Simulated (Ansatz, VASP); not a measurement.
## ZnS in VASP and in Ansatz

```xyz
2
Lattice="0.0000 2.6080 2.6080 2.6080 0.0000 2.6080 2.6080 2.6080 0.0000" Properties=species:S:1:pos:R:3 pbc="T T T"
Zn    1.3040    1.3040    1.3040
S     0.0000    0.0000    0.0000
```

Alike in both runs: task single point; functional PBE; k mesh 10 × 10 × 10; occupations tetrahedron; no spin polarisation.

|  | VASP | Ansatz |
| --- | --- | --- |
| version | VASP 6.6.1 | Ansatz 0.2.0 |
| potentials or method | VASP PAW PBE potentials, release 64 (Zn, S), cutoff 520 eV | scalar-relativistic, plane waves, PAW |
| valence electrons in the cell | 18 | 18 |

VASP gave:

```
gap on the k mesh at the Fermi level (eV) : 2.59
pressure (GPa)                            : 12.1
```

Q: Estimate Ansatz's values.

A: gap on the k mesh at the Fermi level (eV): 2.58; pressure (GPa): 11.8.

Ansatz's warnings: band table not solved further, tetrahedron derivatives may miss energy slope.
